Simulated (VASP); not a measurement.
# BN (P-6m2) in VASP: single point with r2SCAN

Aim: the single point of BN with r2SCAN.

All numbers are computed with VASP 6.6.1; they aren't measurements. Logs are shortened: lines on timing, memory, paths and dates and some standing lists are left out, and cuts for length are marked.

## (1) The cell of the first run

Symmetry: P-6m2, No. 187, hexagonal system. The conventional cell has a = 2.501 Å, b = 2.501 Å, c = 6.860 Å, α = 90.00°, β = 90.00°, γ = 120.00°. Within 1.9 Å of B (site symmetry -6m2) lie 3 N at 1.44 Å. B (site symmetry -6m2) has 3 N at 1.44 Å within 1.9 Å. Within 1.9 Å of N (site symmetry -6m2) lie 3 B at 1.44 Å. N (site symmetry -6m2) has 3 B at 1.44 Å within 1.9 Å.

## (2) Single point, r2SCAN

The input, POSCAR:

```
BN
1.0
    2.5007077300      0.0000000000      0.0000000000
   -1.2503538650      2.1656764216      0.0000000000
    0.0000000000      0.0000000000      6.8599200583
B N
2 2
Direct
    0.0000000000      0.0000000000      0.5000000000
    0.3333333333      0.6666666667      0.0000000000
    0.0000000000      0.0000000000      0.0000000000
    0.6666666667      0.3333333333      0.5000000000
```

The input, INCAR.step1:

```
SYSTEM = BN
PREC = Accurate ; ENCUT = 520
ISMEAR = 0 ; SIGMA = 0.02
LREAL = .FALSE. ; LASPH = .TRUE.
NELM = 100 ; NBANDS = 16
GGA = PE ; ALGO = Normal
EDIFF = 1E-4 ; LWAVE = .TRUE.
LCHARG = .FALSE.
```

The input, INCAR.step2:

```
SYSTEM = BN
PREC = Accurate ; ENCUT = 520
EDIFF = 1E-6 ; ISMEAR = 0
SIGMA = 0.02 ; LREAL = .FALSE.
LASPH = .TRUE. ; NELM = 100
ALGO = Normal ; ISIF = 2
LWAVE = .FALSE. ; LCHARG = .TRUE.
METAGGA = R2SCAN ; LMIXTAU = .TRUE.
LELF = .TRUE. ; LVHAR = .TRUE.
NBANDS = 16 ; ISTART = 1
```

The input, KPOINTS:

```
Automatic mesh
0
G
  12 12 4
  0 0 0
```

Potentials or basis: VASP PAW PBE potentials, release 64 (B, N).

The run is started by

```bash
$ cat potpaw_PBE.64/B/POTCAR potpaw_PBE.64/N/POTCAR > POTCAR
$ cp INCAR.step1 INCAR
$ mpirun -np 1 vasp_std > vasp.out
$ cp INCAR.step2 INCAR
$ mpirun -np 1 vasp_std > vasp.out
```

OUTCAR:

```text
SYSTEM = BN
   PREC = Accurate
   ENCUT = 520
   EDIFF = 1E-6
   ISMEAR = 0
   LREAL = .FALSE.
   LASPH = .TRUE.
   NELM = 100
   ISIF = 2
   METAGGA = R2SCAN
   ISTART = 1

 ion  position               nearest neighbor table
   1  0.000  0.000  0.500-   4 1.44   4 1.44   4 1.44
   2  0.333  0.667  0.000-   3 1.44   3 1.44   3 1.44
   3  0.000  0.000  0.000-   2 1.44   2 1.44   2 1.44
   4  0.667  0.333  0.500-   1 1.44   1 1.44   1 1.44

  LATTYP: Found a hexagonal cell.
 ALAT       =     2.5007077300
 C/A-ratio  =     2.7431914478

  Lattice vectors:

 A1 = (   2.5007077300,   0.0000000000,   0.0000000000)
 A2 = (  -1.2503538650,   2.1656764216,   0.0000000000)
 A3 = (   0.0000000000,   0.0000000000,   6.8599200583)

Analysis of symmetry for initial positions (statically):
=====================================================================
 Subroutine PRICEL returns:
 Original cell was already a primitive cell.

 Routine SETGRP: Setting up the symmetry group for a
 hexagonal supercell.

 Subroutine GETGRP returns: Found 12 space group operations
 (whereof 12 operations were pure point group operations)
 out of a pool of 24 trial point group operations.

The static configuration has the point symmetry D_3h.

Analysis of symmetry for dynamics (positions and initial velocities):
=====================================================================
 Subroutine PRICEL returns:
 Original cell was already a primitive cell.

 Routine SETGRP: Setting up the symmetry group for a
 hexagonal supercell.

 Subroutine GETGRP returns: Found 12 space group operations
 (whereof 12 operations were pure point group operations)
 out of a pool of 24 trial point group operations.

The dynamic configuration has the point symmetry D_3h.

 Subroutine INISYM returns: Found 12 space group operations
 (whereof 12 operations are pure point group operations),
 and found     1 'primitive' translations

----------------------------------------------------------------------------------------

                                     Primitive cell

  volume of cell :      37.1514

  direct lattice vectors                    reciprocal lattice vectors
     2.500707730  0.000000000  0.000000000     0.399886795  0.230874749  0.000000000
    -1.250353865  2.165676422  0.000000000     0.000000000  0.461749498  0.000000000
     0.000000000  0.000000000  6.859920058     0.000000000  0.000000000  0.145774294

  length of vectors
     2.500707730  2.500707730  6.859920058     0.461749498  0.461749498  0.145774294

  position of ions in fractional coordinates (direct lattice)
     0.000000000  0.000000000  0.500000000
     0.333333333  0.666666667  0.000000000
     0.000000000  0.000000000  0.000000000
     0.666666667  0.333333333  0.500000000

  ion indices of the primitive-cell ions
   primitive index   ion index
                 1           1
                 2           2
                 3           3
                 4           4

----------------------------------------------------------------------------------------

 KPOINTS: Automatic mesh

Automatic generation of k-mesh.
 Grid dimensions read from file:
 generate k-points for:   12   12    4

 Generating k-lattice:

  Cartesian coordinates                     Fractional coordinates (reciprocal lattice)
     0.033323900  0.019239562  0.000000000     0.083333333  0.000000000  0.000000000
     0.000000000  0.038479125  0.000000000     0.000000000  0.083333333  0.000000000
     0.000000000  0.000000000  0.036443573     0.000000000  0.000000000  0.250000000

  Length of vectors
     0.038479125  0.038479125  0.036443573

  Shift w.r.t. Gamma in fractional coordinates (k-lattice)
     0.000000000  0.000000000  0.000000000

 Subroutine IBZKPT returns following result:
 ===========================================

 Found     57 irreducible k-points:

 Following reciprocal coordinates:
            Coordinates               Weight
  0.000000  0.000000  0.000000      1.000000
  0.083333  0.000000  0.000000      6.000000
  0.166667  0.000000  0.000000      6.000000
  0.250000  0.000000  0.000000      6.000000
  0.333333  0.000000  0.000000      6.000000
  0.416667  0.000000  0.000000      6.000000
[... 16 lines left out ...]
  0.250000  0.000000  0.250000     12.000000
  0.333333  0.000000  0.250000     12.000000
 [... further k-points ...]
   k-points           NKPTS =     57   k-points in BZ     NKDIM =     57   number of bands    NBANDS=     16
   number of dos      NEDOS =    301   number of ions     NIONS =      4
   total plane-waves  NPLWV =  21600
   dimension x,y,z NGX =    20 NGY =   20 NGZ =   54
   dimension x,y,z NGXF=    40 NGYF=   40 NGZF=  108
   ions per type =               2   2
   NGX,Y,Z   is equivalent  to a cutoff of  13.30, 13.30, 13.09 a.u.
   NGXF,Y,Z  is equivalent  to a cutoff of  26.59, 26.59, 26.17 a.u.
 SYSTEM =  BN
   PREC   = accura    normal or accurate (medium, high low for compatibility)
   ISTART =      1    job   : 0-new  1-cont  2-samecut
   ICHARG =      0    charge: 1-file 2-atom 10-const
   ISPIN  =      1    spin polarized calculation?
   LNONCOLLINEAR =      F non collinear calculations
   LSORBIT =      F    spin-orbit coupling
   LASPH  =      T    aspherical Exc in radial PAW
   ENCUT  =  520.0 eV  38.22 Ry    6.18 a.u.   4.65  4.65 12.75*2*pi/ulx,y,z
   NELM   =    100;   NELMIN=  2; NELMDL=  0     # of ELM steps
   EDIFF  = 0.1E-05   stopping-criterion for ELM
   LREAL  =      F    real-space projection
   EDIFFG = 0.1E-04   stopping-criterion for IOM
   NSW    =      0    number of steps for IOM
   IBRION =     -1    ionic relax: 0-MD 1-quasi-New 2-CG
   NFREE  =      0    steps in history (QN), initial steepest desc. (CG)
   ISIF   =      2    stress and relaxation
   ISYM   =      2    0-nonsym 1-usesym 2-fastsym
   POTIM  = 0.5000    time-step for ionic-motion
   TEBEG  =    0.0;   TEEND  =   0.0 temperature during run
   PSTRESS=    0.0 pullay stress
   NELECT =      16.0000    total number of electrons
   NUPDOWN=      -1.0000    fix difference up-down
   EMIN   =  10.00;   EMAX   =-10.00  energy-range for DOS
   EFERMI =   0.00;   METHOD = LEGACY
   ISMEAR =     0;   SIGMA  =   0.02  broadening in eV -4-tet -1-fermi 0-gaus
   EFERMI_NEDOS =   21; number of points for ismear=-14 and -15
   IALGO  =     38    algorithm
   IMIX   =      4    mixing-type and parameters
     AMIX     =   0.40;   BMIX     =  1.00
     AMIX_MAG =   1.60;   BMIX_MAG =  1.00
  volume/ion in A,a.u.               =       9.29        62.68
  Fermi-wavevector in a.u.,A,eV,Ry     =   1.236297  2.336263 20.795571  1.528431
  Thomas-Fermi vector in A             =   2.370912
   LORBIT       =      0    0 simple, 1 ext, 2 COOP (PROOUT), +10 PAW based schemes
   METAGGA = R2SCAN    functional components
   LHFCALC =     F    Hartree Fock is set to
   AEXX    =    0.0000 exact exchange contribution
   IVDW    =     0    specifies the selected vdW correction
   LEPSILON=     F    determine dielectric tensor
   LRPA    =     F    only Hartree local field effects (RPA)
 non-spin polarized calculation
 Gauss-broadening in eV      SIGMA  =   0.02
  energy-cutoff  :      520.00
  volume of cell :       37.15
 maximum number of plane-waves:      1034
 NGX is ok and might be reduce to    20
   NGX =  9   NGY =  9   NGZ = 25

 number of electron      16.0000003 magnetization

 Free energy of the ion-electron system (eV)
  ---------------------------------------------------
  ext. energy  EPLUGINS =         0.00000000
  ---------------------------------------------------
  free energy    TOTEN  =       -38.59664048 eV

  energy without entropy =      -38.59664048  energy(sigma->0) =      -38.59664048

 E-fermi :   1.9705     XC(G=0): -10.5284

 val. band max:        1.8078923498   @ k =   0.3333   0.3333   0.5000
 cond. band min:       6.7891107925   @ k =   0.5000   0.0000   0.0000
 fundamental gap:      4.9812184427
 Fermi energy:         1.9704772645

 k-point     1 :       0.0000    0.0000    0.0000
  band No.  band energies     occupation
      1     -17.0260      2.00000
      2     -16.7914      2.00000
      3      -4.4871      2.00000
      4      -2.6338      2.00000
      5       0.3924      2.00000
      6       0.3924      2.00000
[... 8 lines left out ...]
     15      14.7287      0.00000
     16      16.1677      0.00000

 k-point     2 :       0.0833    0.0000    0.0000
  band No.  band energies     occupation
      1     -16.8845      2.00000
      2     -16.6533      2.00000
      3      -4.2923      2.00000
      4      -2.4572      2.00000
      5      -0.1982      2.00000
      6      -0.1219      2.00000
[... 8 lines left out ...]
     15      15.2415      0.00000
     16      15.6387      0.00000

 k-point     3 :       0.1667    0.0000    0.0000
  band No.  band energies     occupation
      1     -16.4681      2.00000
      2     -16.2474      2.00000
      3      -3.7153      2.00000
      4      -1.9388      2.00000
      5      -1.6887      2.00000
      6      -1.6052      2.00000
[... 8 lines left out ...]
     15      16.4594      0.00000
     16      16.5404      0.00000

 k-point     4 :       0.2500    0.0000    0.0000
  band No.  band energies     occupation
      1     -15.8063      2.00000
      2     -15.6039      2.00000
      3      -3.5746      2.00000
      4      -3.4773      2.00000
      5      -2.7824      2.00000
      6      -1.3047      2.00000
[... 8 lines left out ...]
     15      17.8657      0.00000
     16      18.8583      0.00000

 k-point     5 :       0.3333    0.0000    0.0000
  band No.  band energies     occupation
      1     -14.9728      2.00000
      2     -14.7989      2.00000
      3      -5.4469      2.00000
      4      -5.3333      2.00000
      5      -1.9625      2.00000
      6      -1.8767      2.00000
[... 8 lines left out ...]
     15      18.5596      0.00000
     16      21.4609      0.00000

 k-point     6 :       0.4167    0.0000    0.0000
  band No.  band energies     occupation
      1     -14.1536      2.00000
      2     -14.0230      2.00000
      3      -6.9339      2.00000
      4      -6.8086      2.00000
      5      -2.3942      2.00000
      6      -2.3072      2.00000
[... 8 lines left out ...]
     15      17.9409      0.00000
     16      20.4294      0.00000
[... 267 lines left out ...]
 k-point    21 :       0.0833    0.0000    0.2500
  band No.  band energies     occupation
      1     -16.8556      2.00000
      2     -16.6848      2.00000
      3      -4.0666      2.00000
      4      -2.7833      2.00000
      5      -0.1959      2.00000
      6      -0.1204      2.00000
[... 8 lines left out ...]
     15      15.3774      0.00000
     16      15.6223      0.00000

 k-point    22 :       0.1667    0.0000    0.2500
  band No.  band energies     occupation
      1     -16.4408      2.00000
      2     -16.2770      2.00000
      3      -3.4981      2.00000
      4      -2.2653      2.00000
      5      -1.6761      2.00000
      6      -1.5962      2.00000
[... 8 lines left out ...]
     15      16.4527      0.00000
     16      16.5330      0.00000

 k-point    23 :       0.2500    0.0000    0.2500
  band No.  band energies     occupation
      1     -15.7819      2.00000
      2     -15.6301      2.00000
      3      -3.5742      2.00000
      4      -3.4916      2.00000
      5      -2.5626      2.00000
      6      -1.4005      2.00000
[... 8 lines left out ...]
     15      18.8657      0.00000
     16      18.9522      0.00000

 k-point    24 :       0.3333    0.0000    0.2500
  band No.  band energies     occupation
      1     -14.9531      2.00000
      2     -14.8199      2.00000
      3      -5.4391      2.00000
      4      -5.3455      2.00000
      5      -1.9593      2.00000
      6      -1.8799      2.00000
[... 8 lines left out ...]
     15      19.3529      0.00000
     16      21.0308      0.00000

 [... further k-points ...]
[... 5 lines left out ...]
  --------------------------------------------------------------------------------------
  -------------------------------------------------------------------------------------
  Total        0.1610349      0.1610349     -0.0583145      0.0000000     -0.0000000      0.0000000
  in kB        6.9447234      6.9447234     -2.5148474      0.0000000     -0.0000000      0.0000000
  external PRESSURE =       3.7915331 kB  Pullay stress =       0.0000000 kB

 VOLUME and BASIS-vectors are now :
 -----------------------------------------------------------------------------
  energy-cutoff  :      520.00
  volume of cell :       37.15
      direct lattice vectors                 reciprocal lattice vectors
     2.500707730  0.000000000  0.000000000     0.399886795  0.230874749  0.000000000
    -1.250353865  2.165676422  0.000000000     0.000000000  0.461749498  0.000000000
     0.000000000  0.000000000  6.859920058     0.000000000  0.000000000  0.145774294

 POSITION                                       TOTAL-FORCE (eV/Angst)
 -----------------------------------------------------------------------------------
      0.00000      0.00000      3.42996         0.000000     -0.000000      0.000000
     -0.00000      1.44378      0.00000        -0.000000      0.000000      0.000000
      0.00000      0.00000      0.00000        -0.000000     -0.000000      0.000000
      1.25035      0.72189      3.42996        -0.000000     -0.000000      0.000000
 -----------------------------------------------------------------------------------
    total drift:                                0.000000     -0.000000      0.000000

  FREE ENERGIE OF THE ION-ELECTRON SYSTEM (eV)
  ---------------------------------------------------
  free  energy   TOTEN  =       -38.5966404837 eV

  energy  without entropy=      -38.5966404837  energy(sigma->0) =      -38.59664048
```

It took 60 s on 1 thread of Intel Xeon 6975P-C (Granite Rapids), shared host; peak memory 0.16 GiB.

Results:

- Free energy: -38.5966 eV
- Pressure: 0.4 GPa
- Band gap on the k mesh: 4.98 eV, indirect (least direct gap 5.23 eV)

Levels at points of the mesh, in eV from the valence-band top:
```
           k point  band 5  band 6  band 7  band 8  band 9  band 10  band 11  band 12
(0.00, 0.00, 0.00)   -1.42   -1.42   -1.34   -1.34    5.37    10.58    12.31    12.31
(0.50, 0.00, 0.00)   -4.35   -4.26   -1.25   -0.72    4.98     6.09    10.34    10.45
(0.00, 0.00, 0.50)   -1.42   -1.42   -1.34   -1.34    7.66     7.69    12.32    12.32
(0.50, 0.00, 0.50)   -4.34   -4.27   -0.99   -0.92    5.28     5.33    10.59    10.64
```

Caveat: the PAW data sets were made with another functional, which shifts forces and pressure a little. r2SCAN opens gaps a little over a GGA but as a rule still falls short of measured ones.
